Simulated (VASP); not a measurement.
# PtSe2 (P-3m1) in VASP: a series of runs

The runs below take PtSe2 through relaxation of cell and atoms, single point, with PBEsol.

All numbers are computed with VASP 6.6.1; they aren't measurements. Logs are shortened: lines on timing, memory, paths and dates and some standing lists are left out, and cuts for length are marked.

**1. The cell of the first run**

Symmetry: P-3m1, No. 164, trigonal system. The conventional cell has a = 3.761 Å, b = 3.761 Å, c = 4.859 Å, α = 90.00°, β = 90.00°, γ = 120.00°. Within 3.3 Å of Pt (site symmetry -3m) lie 6 Se at 2.51 Å. Within 3.4 Å of Se (site symmetry 3m) lie 3 Pt at 2.51 Å and 6 Se at 3.18 to 3.34 Å.

**2. Relaxation of cell and atoms, PBEsol, target pressure 9 GPa, at which the enthalpy is minimised**

INCAR

```
SYSTEM = PtSe2
  PREC = Accurate
  ENCUT = 600
  EDIFF = 1E-6
  ISMEAR = -1
  SIGMA = 0.15
  LREAL = .False.
  LASPH = .True.
  NELM = 60
  ALGO = Normal
  ISIF = 3
  LWAVE = .False.
  LCHARG = .False.
  GGA = PS
  IBRION = 2
  NSW = 80
  EDIFFG = -0.001
  PSTRESS = 90.0
```

KPOINTS

```
regular mesh
0
Gamma
  12 12 8
  0 0 0
```

POSCAR

```
PtSe2
1.0
    3.7607971118      0.0000000000      0.0000000000
   -1.8803985559      3.2569458373      0.0000000000
    0.0000000000      0.0000000000      4.8587327380
Pt Se
1 2
Direct
    0.0000000000      0.0000000000      0.0000000000
    0.3333333333      0.6666666667      0.2611754914
    0.6666666667      0.3333333333      0.7388245086
```

Potentials or basis: VASP PAW PBE potentials, release 64 (Pt, Se).

Started as:

```console
cat potpaw_PBE.64/Pt/POTCAR potpaw_PBE.64/Se/POTCAR > POTCAR
mpirun -np 1 vasp_std > vasp.out
```

OUTCAR:

```text
SYSTEM = PtSe2
   PREC = Accurate
   ENCUT = 600
   EDIFF = 1E-6
   ISMEAR = -1
   LREAL = .False.
   LASPH = .True.
   NELM = 60
   ISIF = 3
   GGA = PS
   IBRION = 2
   NSW = 80
   EDIFFG = -0.001
   PSTRESS = 90.0

 ion  position               nearest neighbor table
   1  0.000  0.000  0.000-   2 2.51   3 2.51   3 2.51   2 2.51   3 2.51   2 2.51
   2  0.333  0.667  0.261-   1 2.51   1 2.51   1 2.51
   3  0.667  0.333  0.739-   1 2.51   1 2.51   1 2.51

  LATTYP: Found a hexagonal cell.
 ALAT       =     3.7607971118
 C/A-ratio  =     1.2919422648

  Lattice vectors:

 A1 = (   3.7607971118,   0.0000000000,   0.0000000000)
 A2 = (  -1.8803985559,   3.2569458373,   0.0000000000)
 A3 = (   0.0000000000,   0.0000000000,   4.8587327380)

Analysis of symmetry for initial positions (statically):
=====================================================================
 Subroutine PRICEL returns:
 Original cell was already a primitive cell.

 Routine SETGRP: Setting up the symmetry group for a
 hexagonal supercell.

 Subroutine GETGRP returns: Found 12 space group operations
 (whereof 12 operations were pure point group operations)
 out of a pool of 24 trial point group operations.

The static configuration has the point symmetry D_3d.

Analysis of symmetry for dynamics (positions and initial velocities):
=====================================================================
 Subroutine PRICEL returns:
 Original cell was already a primitive cell.

 Routine SETGRP: Setting up the symmetry group for a
 hexagonal supercell.

 Subroutine GETGRP returns: Found 12 space group operations
 (whereof 12 operations were pure point group operations)
 out of a pool of 24 trial point group operations.

The dynamic configuration has the point symmetry D_3d.

 Subroutine INISYM returns: Found 12 space group operations
 (whereof 12 operations are pure point group operations),
 and found     1 'primitive' translations

----------------------------------------------------------------------------------------

                                     Primitive cell

  volume of cell :      59.5132

  direct lattice vectors                    reciprocal lattice vectors
[... 107 lines left out ...]
   IMIX   =      4    mixing-type and parameters
     AMIX     =   0.40;   BMIX     =  1.00
     AMIX_MAG =   1.60;   BMIX_MAG =  1.00
  volume/ion in A,a.u.               =      19.84       133.87
  Fermi-wavevector in a.u.,A,eV,Ry     =   1.174928  2.220292 18.782240  1.380456
  Thomas-Fermi vector in A             =   2.311317
   LORBIT       =      0    0 simple, 1 ext, 2 COOP (PROOUT), +10 PAW based schemes
   GGA     = PS    functional components
   LHFCALC =     F    Hartree Fock is set to
   AEXX    =    0.0000 exact exchange contribution
   IVDW    =     0    specifies the selected vdW correction
   LEPSILON=     F    determine dielectric tensor
   LRPA    =     F    only Hartree local field effects (RPA)
 conjugate gradient relaxation of ions
 non-spin polarized calculation
  energy-cutoff  :      600.00
  volume of cell :       59.51
 maximum number of plane-waves:      2005
   NGX = 15   NGY = 15   NGZ = 19

--------------------------------------- Ionic step        1  -------------------------------------------

 number of electron      22.0000003 magnetization

 Free energy of the ion-electron system (eV)
  ---------------------------------------------------
  ext. energy  EPLUGINS =         0.00000000
  ---------------------------------------------------
  free energy    TOTEN  =       -15.93455436 eV

  energy without entropy =      -15.87473170  energy(sigma->0) =      -15.90464303

------------------------ aborting loop because EDIFF is reached ----------------------------------------

  FORCE on cell =-STRESS in cart. coord.  units (eV):
  Direction    XX          YY          ZZ          XY          YZ          ZX
  --------------------------------------------------------------------------------------
  -------------------------------------------------------------------------------------
  Total        0.0461033      0.0461033      0.0287650      0.0000000      0.0000000      0.0000000
  in kB        1.2411648      1.2411648      0.7743928      0.0000000      0.0000000      0.0000000
  external PRESSURE =     -88.9144259 kB  Pullay stress =      90.0000000 kB
[... 100 lines left out ...]
  energy  without entropy=      -15.7934726663  energy(sigma->0) =      -15.82160400

  enthalpy is  TOTEN    =       -12.6904959996 eV   P V=        3.1592393426

[... ionic steps 4 to 22 ...]

--------------------------------------- Ionic step       23  -------------------------------------------

 number of electron      21.9999999 magnetization

------------------------ aborting loop because EDIFF is reached ----------------------------------------
[... 73 lines left out ...]
--------------------------------------- Ionic step       25  -------------------------------------------

 number of electron      21.9999999 magnetization

 Free energy of the ion-electron system (eV)
  ---------------------------------------------------
  ext. energy  EPLUGINS =         0.00000000
  ---------------------------------------------------
  free energy    TOTEN  =       -15.79745790 eV

  energy without entropy =      -15.74057290  energy(sigma->0) =      -15.76901540

 E-fermi :   7.8672     XC(G=0): -11.5357

 val. band max:        7.8657350910   @ k =   0.0000   0.1667   0.3750
 cond. band min:       7.8830311362   @ k =   0.0000   0.3333   0.2500
 fundamental gap:      0.0172960452
 Fermi energy:         7.8672085864

 k-point     1 :       0.0000    0.0000    0.0000
  band No.  band energies     occupation
      1      -8.5831      2.00000
      2      -4.5092      2.00000
      3       0.1732      2.00000
      4       1.2099      2.00000
      5       1.2099      2.00000
      6       3.8969      2.00000
      7       3.8969      2.00000
      8       5.3517      2.00000
      9       6.8701      1.99741
     10       6.8701      1.99741
     11       8.6482      0.01090
     12       8.6482      0.01090
     13       8.9396      0.00157
     14      10.8295      0.00000
[... 401 lines left out ...]
      2      -4.9739      2.00000
      3       0.5199      2.00000
      4       1.3531      2.00000
      5       1.9468      2.00000
      6       3.0329      2.00000
      7       3.7584      2.00000
      8       4.5989      2.00000
      9       5.8797      2.00000
     10       6.6356      1.99946
     11       7.9616      0.69547
     12       8.5732      0.01791
     13       9.4773      0.00004
     14      12.3949      0.00000
     15      13.1264      0.00000

 [... further k-points ...]
[... 5 lines left out ...]
  --------------------------------------------------------------------------------------
  -------------------------------------------------------------------------------------
  Total        3.0163921      3.0163921      3.0182412      0.0000000      0.0000000      0.0000000
  in kB       90.0164248     90.0164248     90.0716057      0.0000000      0.0000000      0.0000000
  external PRESSURE =       0.0348184 kB  Pullay stress =      90.0000000 kB
[... 22 lines left out ...]
  energy  without entropy=      -15.7405729011  energy(sigma->0) =      -15.76901540

  enthalpy is  TOTEN    =       -12.7816161708 eV   P V=        3.0158417317

 reached required accuracy - stopping structural energy minimisation
```

CONTCAR:

```text
PtSe2
   1.00000000000000
     3.7110744226465755    0.0000000000000000    0.0000000000000000
    -1.8555372113232877    3.2138847253516443   -0.0000000000000000
     0.0000000000000000    0.0000000000000000    4.5013901885606140
  Pt              Se
     1     2
Direct
     0.0000000000000000    0.0000000000000000    0.0000000000000000
     0.3333333332999970    0.6666666667000030    0.2792706300177210
     0.6666666667000030    0.3333333332999970    0.7207293699822790

  0.00000000E+00  0.00000000E+00  0.00000000E+00
  0.00000000E+00  0.00000000E+00  0.00000000E+00
  0.00000000E+00  0.00000000E+00  0.00000000E+00
```

Run time: 9.5 min. Hardware: 1 thread of Intel Xeon 6975P-C (Granite Rapids), shared host; peak memory 0.32 GiB.

Results:

| Quantity | Value |
| --- | --- |
| Free energy | -15.7975 eV |
| Relaxed volume | 17.90 Å³/atom |
| Relaxed cell | a = 3.711 Å, b = 3.711 Å, c = 4.501 Å, α = 90.00°, β = 90.00°, γ = 120.00° |
| Space group after relaxing (to 0.1 Å) | P-3m1 (No. 164) |
| Energy change on relaxing (the run minimises the enthalpy) | +45.7 meV/atom |
| Ionic steps | 25 |
| Pressure after relaxing | 9.0 GPa |
| Band gap on the k mesh | zero (bands 11 and 12 overlap by 0.77 eV) |

The path:
```
step  energy change (eV)  largest force (eV/Å)  pressure (GPa)  volume (Å³)
   1              0.0000                0.0144            0.11        59.51
   2              0.7752                2.3733           32.35        50.53
   3              0.0848                0.6915            8.70        56.24
   4              0.0898                0.7122            8.98        56.15
   5              0.0934                0.4951            9.05        55.26
   6              0.1935                0.2125           10.51        52.85
   7              0.1459                0.0412            9.91        53.60
   8              0.1522                0.0031           10.00        53.48
   9              0.0997                0.2188            6.24        54.50
  10              0.1311                0.0752            8.68        53.83
  11              0.1335                0.0182            8.88        53.76
  12              0.1352                0.0099            9.00        53.72
  13              0.1353                0.0116            8.97        53.72
  14              0.1356                0.0152            8.99        53.72
  15              0.1364                0.0068            8.99        53.70
  16              0.1369                0.0026            8.98        53.69
  17              0.1382                0.0042            9.05        53.67
  18              0.1376                0.0037            9.02        53.68
  19              0.1375                0.0003            9.02        53.68
  20              0.1374                0.0035            9.01        53.68
  21              0.1375                0.0021            9.01        53.68
  22              0.1375                0.0008            9.02        53.68
  23              0.1375                0.0002            9.01        53.68
  24              0.1375                0.0001            9.01        53.68
  25              0.1371                0.0008            9.00        53.69
```

Final structure:
```xyz
3
Lattice="3.7111 0.0000 0.0000 -1.8555 3.2139 0.0000 0.0000 0.0000 4.5014" Properties=species:S:1:pos:R:3 pbc="T T T"
Pt    0.0000    0.0000    0.0000
Se    0.0000    2.1426    1.2571
Se    1.8555    1.0713    3.2443
```

Caveat: the cell is relaxed towards a set pressure, so the run minimises the enthalpy, not the energy; the PAW data sets were made with another functional, which shifts forces and pressure a little; spin-orbit coupling is left out, which moves the levels of the heavy elements.

**3. Relaxation of cell and atoms, PBEsol**

INCAR

```
ALGO     = Normal         # electronic algorithm
EDIFF    = 1E-6           # SCF threshold, eV
EDIFFG   = -0.001         # ionic threshold
ENCUT    = 600            # plane-wave cutoff, eV
GGA      = PS             # functional
IBRION   = 2              # ionic algorithm
ISIF     = 3              # what is computed and relaxed
ISMEAR   = -1             # smearing method
LASPH    = True           # aspherical terms in the spheres
LCHARG   = False          # write CHGCAR
LREAL    = False          # projectors in reciprocal space
LWAVE    = False          # write WAVECAR
NELM     = 80             # most SCF steps
NSW      = 80             # ionic steps
PREC     = Accurate       # precision mode
SIGMA    = 0.15           # smearing width, eV
```

KPOINTS

```
k-points
0
Gamma
  12 12 8
```

POSCAR

```
PtSe2
1.0
    3.7607249001      0.0000000000      0.0000000000
   -1.8803624500      3.2568833001      0.0000000000
    0.0000000000      0.0000000000      4.8633103129
Pt Se
1 2
Direct
    0.0000000000      0.0000000000      0.0000000000
    0.3333333333      0.6666666667      0.2606754614
    0.6666666667      0.3333333333      0.7393245386
```

Potentials or basis: VASP PAW PBE potentials, release 64 (Pt, Se).

Started as:

```console
cat potpaw_PBE.64/Pt/POTCAR potpaw_PBE.64/Se/POTCAR > POTCAR
mpirun -np 1 vasp_std > vasp.out
```

It took 4.3 min on 1 thread of Intel Xeon 6975P-C (Granite Rapids), shared host; peak memory 0.31 GiB.

It converged, with:

```
Free energy                           : -15.9346 eV
Relaxed volume                        : 19.84 Å³/atom
Relaxed cell                          : a = 3.762 Å, b = 3.762 Å, c = 4.856 Å, α = 90.00°, β = 90.00°, γ = 120.00°
Space group after relaxing (to 0.1 Å) : P-3m1 (No. 164)
Energy gained by relaxing             : 0.0 meV/atom
Ionic steps                           : 16
Pressure after relaxing               : 0.0 GPa
Band gap on the k mesh                : zero (bands 11 and 12 overlap by 0.78 eV)
```

The path:
| step | energy change (eV) | largest force (eV/Å) | pressure (GPa) | volume (Å³) |
| --- | --- | --- | --- | --- |
| 1 | 0.0000 | 0.0318 | 0.16 | 59.57 |
| 2 | 0.0001 | 0.0173 | -0.32 | 59.74 |
| 3 | 0.0000 | 0.0129 | -0.01 | 59.63 |
| 4 | 0.0000 | 0.0116 | -0.03 | 59.64 |
| 5 | -0.0001 | 0.0081 | -0.04 | 59.62 |
| 6 | -0.0001 | 0.0017 | -0.01 | 59.56 |
| 7 | -0.0001 | 0.0008 | 0.02 | 59.53 |
| 8 | -0.0001 | 0.0029 | 0.04 | 59.51 |
| 9 | -0.0001 | 0.0001 | -0.01 | 59.51 |
| 10 | -0.0001 | 0.0005 | -0.01 | 59.51 |
| 11 | -0.0001 | 0.0014 | -0.02 | 59.52 |
| 12 | -0.0001 | 0.0009 | -0.01 | 59.51 |
| 13 | -0.0001 | 0.0007 | -0.01 | 59.51 |
| 14 | -0.0001 | 0.0005 | 0.01 | 59.51 |
| 15 | -0.0001 | 0.0004 | -0.01 | 59.51 |
| 16 | -0.0001 | 0.0002 | 0.00 | 59.51 |

Final structure:
```xyz
3
Lattice="3.7619 0.0000 0.0000 -1.8809 3.2579 0.0000 0.0000 0.0000 4.8557" Properties=species:S:1:pos:R:3 pbc="T T T"
Pt    0.0000    0.0000    0.0000
Se    0.0000    2.1719    1.2695
Se    1.8809    1.0860    3.5862
```

Levels at points of the mesh, in eV from the Fermi level:
```csv
k point,band 8,band 9,band 10,band 11,band 12,band 13,band 14,band 15
"(0.00, 0.00, 0.00)",-2.40,-0.96,-0.96,0.81,1.24,1.24,3.33,4.12
"(0.50, 0.00, 0.00)",-3.64,-3.29,-3.22,-2.86,0.60,2.57,4.99,6.05
"(0.00, 0.00, 0.50)",-2.88,-1.62,-1.60,-1.60,2.42,2.42,4.93,6.51
"(0.50, 0.00, 0.50)",-3.31,-3.04,-2.62,-1.08,0.78,1.54,4.84,4.91
```

Caveat: the PAW data sets were made with another functional, which shifts forces and pressure a little; spin-orbit coupling is left out, which moves the levels of the heavy elements.

**4. Relaxation of cell and atoms, PBEsol, target pressure 50 GPa, at which the enthalpy is minimised**

INCAR

```
PREC = Accurate ; ENCUT = 600
EDIFF = 1E-7 ; ISMEAR = -1
SIGMA = 0.15 ; LREAL = F
LASPH = T ; NELM = 60
ALGO = Normal ; ISIF = 3
LWAVE = F ; LCHARG = F
GGA = PS ; IBRION = 2
NSW = 80 ; EDIFFG = -0.001
PSTRESS = 500.0
```

KPOINTS

```
Automatic mesh
0
Gamma
  12 12 8
```

POSCAR

```
PtSe2
1.0
    3.7607971109      0.0000000000      0.0000000000
   -1.8803985554      3.2569458365      0.0000000000
    0.0000000000      0.0000000000      4.8587327403
Pt Se
1 2
Direct
    0.0000000000      0.0000000000      0.0000000000
    0.3333333333      0.6666666667      0.2611754914
    0.6666666667      0.3333333333      0.7388245086
```

Started as:

```console
cat potpaw_PBE.64/Pt/POTCAR potpaw_PBE.64/Se/POTCAR > POTCAR
mpirun -np 1 vasp_std > vasp.out
```

It took 38 min on 1 thread of AMD EPYC 7R13, shared host; peak memory 0.29 GiB.

The run converged. Its results:

```yaml
Free_energy: -14.2822 eV
Relaxed_volume: 14.75 Å³/atom
Relaxed_cell: a = 3.573 Å, b = 3.573 Å, c = 4.004 Å, α = 90.00°, β = 90.00°, γ = 120.00°
Space_group_after_relaxing_to_0.1_Å: P-3m1 (No. 164)
Energy_change_on_relaxing_the_run_minimises_the_enthalpy: +550.8 meV/atom
Ionic_steps: 27
Pressure_after_relaxing: 50.0 GPa
Band_gap_on_the_k_mesh: zero (bands 11 and 12 overlap by 0.75 eV)
```

The path:
```
step  energy change (eV)  largest force (eV/Å)  pressure (GPa)  volume (Å³)
   1              0.0000                0.0141            0.10        59.51
   2             73.8236               58.4442         1570.00        20.58
   3              0.6119                2.0722           27.79        51.42
   4              0.8903                2.5856           35.38        50.00
   5              1.5337                3.6022           51.03        47.60
   6              1.7481                1.0488           55.39        44.20
   7              1.9899                0.0853           58.68        43.33
   8              1.9372                0.2763           57.97        43.49
   9              0.8962                1.0617           27.58        47.53
  10              1.6049                0.1230           49.20        44.47
  11              1.6143                0.1116           49.46        44.44
  12              1.6224                0.0794           49.63        44.38
  13              1.6575                0.0063           50.12        44.24
  14              1.6562                0.0086           50.09        44.25
  15              1.6381                0.0121           49.65        44.31
  16              1.6515                0.0097           49.98        44.26
  17              1.6511                0.0096           49.97        44.27
  18              1.6515                0.0036           50.00        44.26
  19              1.6515                0.0038           50.00        44.26
  20              1.6509                0.0014           49.98        44.27
  21              1.6506                0.0002           49.96        44.27
  22              1.6534                0.0009           50.02        44.26
  23              1.6519                0.0005           49.99        44.26
  24              1.6522                0.0006           49.99        44.26
  25              1.6528                0.0007           50.01        44.26
  26              1.6526                0.0006           50.01        44.26
  27              1.6523                0.0006           50.00        44.26
```

Final structure:
```yaml
crystal:
  lattice:
    - [3.57282, 0.00000, 0.00000]
    - [-1.78641, 3.09415, 0.00000]
    - [0.00000, 0.00000, 4.00380]
  atoms:
    - { symbol: Pt, position: [0.00000, 0.00000, 0.00000] }
    - { symbol: Se, position: [0.33333, 0.66667, 0.29951] }
    - { symbol: Se, position: [0.66667, 0.33333, 0.70049] }
```

Levels at points of the mesh, in eV from the Fermi level:
| k point | band 9 | band 10 | band 11 | band 12 | band 13 | band 14 |
| --- | --- | --- | --- | --- | --- | --- |
| (0.00, 0.00, 0.00) | -1.20 | -1.20 | 0.13 | 0.13 | 0.47 | 3.28 |
| (0.50, 0.00, 0.00) | -3.90 | -3.57 | -3.05 | 0.83 | 4.43 | 6.18 |
| (0.00, 0.00, 0.50) | -3.22 | -3.07 | -1.83 | 3.63 | 3.63 | 5.68 |
| (0.50, 0.00, 0.50) | -3.48 | -2.59 | -1.36 | -0.17 | 2.57 | 5.77 |

Caveat: the cell is relaxed towards a set pressure, so the run minimises the enthalpy, not the energy; the volume moved by over 15 % at a fixed basis, so the end points are rough; the PAW data sets were made with another functional, which shifts forces and pressure a little; spin-orbit coupling is left out, which moves the levels of the heavy elements.

(Part 1 of 2 ends here.)

The gap in the log of VASP goes by the Fermi energy; the results here count the filled bands.